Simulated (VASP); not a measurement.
The system is CaO.

```
CELL_PARAMETERS angstrom
0.00000 2.41947 2.41947
2.41947 0.00000 2.41947
2.41947 2.41947 0.00000
ATOMIC_POSITIONS crystal
Ca 0.00000 0.00000 0.00000
O 0.50000 0.50000 0.50000
```

Program: VASP 6.6.1. Alike in all runs: task single point; potentials or basis VASP PAW PBE potentials, release 64 (Ca_sv, O); no spin polarisation; cell as given; k mesh 10 × 10 × 10; cutoff (eV) 520; smearing fermi-dirac 0.05 eV.

Order these runs on this cell by their band gap on the k mesh, lowest first.
A. level r2SCAN
B. level BLYP
C. level PBEsol+D4

C (3.54 eV), B (3.73 eV), A (4.19 eV).

Caveats: the cell stands under tension (at least some runs).

A k mesh can miss the band edges.
